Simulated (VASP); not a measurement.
# Ag (P2_1/m) in VASP: single point with PBEsol

Aim: the single point of Ag with PBEsol.

Everything below comes from runs of VASP 6.6.1. Logs are shortened: lines on timing, memory, paths and dates and some standing lists are left out, and cuts for length are marked.

**1. The cell of the first run**

The structure is monoclinic, space group P2_1/m (No. 11). The conventional cell has a = 2.930 Å, b = 4.790 Å, c = 2.930 Å, α = 90.00°, β = 120.00°, γ = 90.00°. Within 3.9 Å of Ag (site symmetry m) lie 14 Ag at 2.79 to 3.82 Å.

**2. Single point, PBEsol (atom 1 (Ag) moved by (-0.300, +0.300) A along x and y)**

The input, INCAR:

```
SYSTEM = Ag
ALGO = Fast
EDIFF = 1E-6
ENCUT = 520
GGA = PS
ISIF = 2
ISMEAR = 0
LASPH = .TRUE.
LCHARG = .FALSE.
LREAL = .FALSE.
LWAVE = .FALSE.
NBANDS = 18
NELM = 60
PREC = Accurate
SIGMA = 0.15
```

The input, KPOINTS:

```
k-points
0
G
  18 18 10
  0 0 0
```

The input, POSCAR:

```
Ag
1.0
    2.9299980804      0.0000000000      0.0000000000
   -1.4649990402      2.5374527707      0.0000000000
    0.0000000000      0.0000000000      4.7900000000
Ag
2
Direct
    0.2900585885      0.7848954682      0.2500000000
    0.6666666667      0.3333333333      0.7500000000
```

Potentials or basis: VASP PAW PBE potentials, release 64 (Ag).

Run with:

```sh
$ cat potpaw_PBE.64/Ag/POTCAR > POTCAR
$ mpirun -np 1 vasp_std > vasp.out
```

OUTCAR:

```text
SYSTEM = Ag
   EDIFF = 1E-6
   ENCUT = 520
   GGA = PS
   ISIF = 2
   ISMEAR = 0
   LASPH = .TRUE.
   LREAL = .FALSE.
   NELM = 60
   PREC = Accurate

 ion  position               nearest neighbor table
   1  0.290  0.785  0.250-   2 2.79   2 2.79   2 2.90   2 2.90   2 3.19   2 3.19
   2  0.667  0.333  0.750-   1 2.79   1 2.79   1 2.90   1 2.90   1 3.19   1 3.19

  LATTYP: Found a hexagonal cell.
 ALAT       =     2.9299980804
 C/A-ratio  =     1.6348133577

  Lattice vectors:

 A1 = (   2.9299980804,   0.0000000000,   0.0000000000)
 A2 = (  -1.4649990402,   2.5374527707,   0.0000000000)
 A3 = (   0.0000000000,   0.0000000000,   4.7900000000)

Analysis of symmetry for initial positions (statically):
=====================================================================
 Subroutine PRICEL returns:
 Original cell was already a primitive cell.

 Routine SETGRP: Setting up the symmetry group for a
 hexagonal supercell.

 Subroutine GETGRP returns: Found  4 space group operations
 (whereof  1 operations were pure point group operations)
 out of a pool of 24 trial point group operations.

The static configuration has the point symmetry C_1 .
 The point group associated with its full space group is C_2h.

Analysis of symmetry for dynamics (positions and initial velocities):
=====================================================================
 Subroutine PRICEL returns:
 Original cell was already a primitive cell.

 Routine SETGRP: Setting up the symmetry group for a
 hexagonal supercell.

 Subroutine GETGRP returns: Found  4 space group operations
 (whereof  1 operations were pure point group operations)
 out of a pool of 24 trial point group operations.

The dynamic configuration has the point symmetry C_1 .
 The point group associated with its full space group is C_2h.

 Subroutine INISYM returns: Found  4 space group operations
 (whereof  1 operations are pure point group operations),
 and found     1 'primitive' translations

----------------------------------------------------------------------------------------

                                     Primitive cell

  volume of cell :      35.6124

  direct lattice vectors                    reciprocal lattice vectors
     2.929998080  0.000000000  0.000000000     0.341297152  0.197048003  0.000000000
    -1.464999040  2.537452771  0.000000000     0.000000000  0.394096005  0.000000000
     0.000000000  0.000000000  4.790000000     0.000000000  0.000000000  0.208768267

  length of vectors
     2.929998080  2.929998080  4.790000000     0.394096005  0.394096005  0.208768267

  position of ions in fractional coordinates (direct lattice)
     0.290058589  0.784895468  0.250000000
     0.666666667  0.333333333  0.750000000

  ion indices of the primitive-cell ions
   primitive index   ion index
                 1           1
                 2           2

----------------------------------------------------------------------------------------

 KPOINTS: k-points

Automatic generation of k-mesh.
 Grid dimensions read from file:
 generate k-points for:   18   18   10

 Generating k-lattice:

  Cartesian coordinates                     Fractional coordinates (reciprocal lattice)
     0.018960953  0.010947111  0.000000000     0.055555556  0.000000000  0.000000000
     0.000000000  0.021894223  0.000000000     0.000000000  0.055555556  0.000000000
     0.000000000  0.000000000  0.020876827     0.000000000  0.000000000  0.100000000

  Length of vectors
     0.021894223  0.021894223  0.020876827

  Shift w.r.t. Gamma in fractional coordinates (k-lattice)
     0.000000000  0.000000000  0.000000000

 Subroutine IBZKPT returns following result:
 ===========================================

 Found    984 irreducible k-points:

 Following reciprocal coordinates:
            Coordinates               Weight
  0.000000  0.000000  0.000000      1.000000
  0.055556  0.000000  0.000000      2.000000
  0.000000  0.055556  0.000000      2.000000
 -0.055556  0.055556  0.000000      2.000000
  0.111111  0.000000  0.000000      2.000000
  0.000000  0.111111  0.000000      2.000000
[... 16 lines left out ...]
  0.444444  0.000000  0.000000      2.000000
  0.000000  0.444444  0.000000      2.000000
 [... further k-points ...]
   k-points           NKPTS =    984   k-points in BZ     NKDIM =    984   number of bands    NBANDS=     18
   number of dos      NEDOS =    301   number of ions     NIONS =      2
   total plane-waves  NPLWV =  20736
   dimension x,y,z NGX =    24 NGY =   24 NGZ =   36
   dimension x,y,z NGXF=    48 NGYF=   48 NGZF=   72
   ions per type =               2
   NGX,Y,Z   is equivalent  to a cutoff of  13.62, 13.62, 12.49 a.u.
   NGXF,Y,Z  is equivalent  to a cutoff of  27.23, 27.23, 24.99 a.u.
 SYSTEM =  Ag
   PREC   = accura    normal or accurate (medium, high low for compatibility)
   ISTART =      0    job   : 0-new  1-cont  2-samecut
   ICHARG =      2    charge: 1-file 2-atom 10-const
   ISPIN  =      1    spin polarized calculation?
   LNONCOLLINEAR =      F non collinear calculations
   LSORBIT =      F    spin-orbit coupling
   LASPH  =      T    aspherical Exc in radial PAW
   ENCUT  =  520.0 eV  38.22 Ry    6.18 a.u.   5.45  5.45  8.91*2*pi/ulx,y,z
   NELM   =     60;   NELMIN=  2; NELMDL= -5     # of ELM steps
   EDIFF  = 0.1E-05   stopping-criterion for ELM
   LREAL  =      F    real-space projection
[... 7 lines left out ...]
   TEBEG  =    0.0;   TEEND  =   0.0 temperature during run
   PSTRESS=    0.0 pullay stress
   NELECT =      22.0000    total number of electrons
   NUPDOWN=      -1.0000    fix difference up-down
   EMIN   =  10.00;   EMAX   =-10.00  energy-range for DOS
   EFERMI =   0.00;   METHOD = LEGACY
   ISMEAR =     0;   SIGMA  =   0.15  broadening in eV -4-tet -1-fermi 0-gaus
   EFERMI_NEDOS =   21; number of points for ismear=-14 and -15
   IALGO  =     68    algorithm
   IMIX   =      4    mixing-type and parameters
     AMIX     =   0.40;   BMIX     =  1.00
     AMIX_MAG =   1.60;   BMIX_MAG =  1.00
  volume/ion in A,a.u.               =      17.81       120.16
  Fermi-wavevector in a.u.,A,eV,Ry     =   1.394276  2.634800 26.449806  1.944006
  Thomas-Fermi vector in A             =   2.517841
   LORBIT       =      0    0 simple, 1 ext, 2 COOP (PROOUT), +10 PAW based schemes
   GGA     = PS    functional components
   LHFCALC =     F    Hartree Fock is set to
   AEXX    =    0.0000 exact exchange contribution
   IVDW    =     0    specifies the selected vdW correction
   LEPSILON=     F    determine dielectric tensor
   LRPA    =     F    only Hartree local field effects (RPA)
 non-spin polarized calculation
 RMM-DIIS sequential band-by-band and
 Gauss-broadening in eV      SIGMA  =   0.15
  energy-cutoff  :      520.00
  volume of cell :       35.61
 maximum number of plane-waves:       990
 NGX is ok and might be reduce to    24
   NGX = 11   NGY = 11   NGZ = 17

 number of electron      22.0000002 magnetization

 Free energy of the ion-electron system (eV)
  ---------------------------------------------------
  ext. energy  EPLUGINS =         0.00000000
  ---------------------------------------------------
  free energy    TOTEN  =        -6.51113539 eV

  energy without entropy =       -6.50440773  energy(sigma->0) =       -6.50777156

 E-fermi :   7.6241     XC(G=0): -12.1492

 val. band max:        7.6163909411   @ k =  -0.0556   0.3889   0.4000
 cond. band min:       7.6289537980   @ k =   0.0000   0.2778   0.3000
 fundamental gap:      0.0125628569
 Fermi energy:         7.6241496551

 k-point     1 :       0.0000    0.0000    0.0000
  band No.  band energies     occupation
      1       0.1303      2.00000
      2       1.5175      2.00000
      3       2.6683      2.00000
      4       3.0334      2.00000
      5       3.2705      2.00000
      6       3.2804      2.00000
[... 10 lines left out ...]
     17      24.9701      0.00000
     18      27.4484      0.00000

 k-point     2 :       0.0556    0.0000    0.0000
  band No.  band energies     occupation
      1       0.2138      2.00000
      2       1.5699      2.00000
      3       2.6803      2.00000
      4       3.0294      2.00000
      5       3.2481      2.00000
      6       3.3028      2.00000
[... 10 lines left out ...]
     17      25.0656      0.00000
     18      27.2450      0.00000

 k-point     3 :       0.0000    0.0556    0.0000
  band No.  band energies     occupation
      1       0.2143      2.00000
      2       1.5709      2.00000
      3       2.6746      2.00000
      4       3.0276      2.00000
      5       3.2455      2.00000
      6       3.3024      2.00000
[... 10 lines left out ...]
     17      25.0641      0.00000
     18      26.8167      0.00000

 k-point     4 :      -0.0556    0.0556    0.0000
  band No.  band energies     occupation
      1       0.2107      2.00000
      2       1.5575      2.00000
      3       2.6768      2.00000
      4       3.0766      2.00000
      5       3.2566      2.00000
      6       3.2729      2.00000
[... 375 lines left out ...]
      4       2.8928      2.00000
      5       3.4058      2.00000
      6       3.9465      2.00000
[... 10 lines left out ...]
     17      19.9558      0.00000
     18      23.5722      0.00000

 k-point    23 :       0.4444    0.0000    0.0000
  band No.  band energies     occupation
      1       1.7817      2.00000
      2       1.9969      2.00000
      3       2.0843      2.00000
      4       3.0240      2.00000
      5       3.2353      2.00000
      6       3.4233      2.00000
[... 10 lines left out ...]
     17      18.9390      0.00000
     18      22.2067      0.00000

 k-point    24 :       0.0000    0.4444    0.0000
  band No.  band energies     occupation
      1       1.7294      2.00000
      2       2.1300      2.00000
      3       2.2356      2.00000
      4       2.8650      2.00000
      5       3.2744      2.00000
      6       3.3599      2.00000
[... 10 lines left out ...]
     17      18.5986      0.00000
     18      22.8555      0.00000

 [... further k-points ...]

------------------------ aborting loop because EDIFF is reached ----------------------------------------

  FORCE on cell =-STRESS in cart. coord.  units (eV):
  Direction    XX          YY          ZZ          XY          YZ          ZX
  --------------------------------------------------------------------------------------
  -------------------------------------------------------------------------------------
  Total       -1.7168772     -1.2197955     -0.8294166      0.2882839      0.0000000      0.0000000
  in kB      -77.2411985    -54.8778135    -37.3149166     12.9697073      0.0000000      0.0000000
  external PRESSURE =     -56.4779762 kB  Pullay stress =       0.0000000 kB

 VOLUME and BASIS-vectors are now :
 -----------------------------------------------------------------------------
  energy-cutoff  :      520.00
  volume of cell :       35.61
      direct lattice vectors                 reciprocal lattice vectors
     2.929998080  0.000000000  0.000000000     0.341297152  0.197048003  0.000000000
    -1.464999040  2.537452771  0.000000000     0.000000000  0.394096005  0.000000000
     0.000000000  0.000000000  4.790000000     0.000000000  0.000000000  0.208768267

 POSITION                                       TOTAL-FORCE (eV/Angst)
 -----------------------------------------------------------------------------------
     -0.30000      1.99164      1.19750         0.040481     -0.224288     -0.000000
      1.46500      0.84582      3.59250        -0.040481      0.224288      0.000000
 -----------------------------------------------------------------------------------
    total drift:                                0.000003     -0.000008     -0.000000

  FREE ENERGIE OF THE ION-ELECTRON SYSTEM (eV)
  ---------------------------------------------------
  free  energy   TOTEN  =        -6.5111353885 eV

  energy  without entropy=       -6.5044077307  energy(sigma->0) =       -6.50777156
```

Run time: 9.9 min. Hardware: 1 thread of Intel Xeon Platinum 8259CL at 2.50GHz (Skylake/Cascade Lake), shared host; peak memory 0.58 GiB.

What came out:

| Quantity | Value |
| --- | --- |
| Free energy | -6.5111 eV |
| Pressure | -5.6 GPa |
| Largest force | 0.228 eV/Å |
| Band gap on the k mesh | zero (bands 11 and 12 overlap by 7.24 eV) |

Forces in eV/Å, atoms in the order of the input:
```
Ag   0.040 -0.224  0.000
Ag  -0.040  0.224  0.000
```

Stress tensor (GPa, compression positive):
```
-7.72  1.30  0.00
 1.30 -5.49  0.00
 0.00  0.00 -3.73
```

Caveat: the cell differs from its parent crystal (atom 1 (Ag) moved by (-0.300, +0.300) A along x and y); the cell stands under tension; the PAW data sets were made with another functional, which shifts forces and pressure a little.
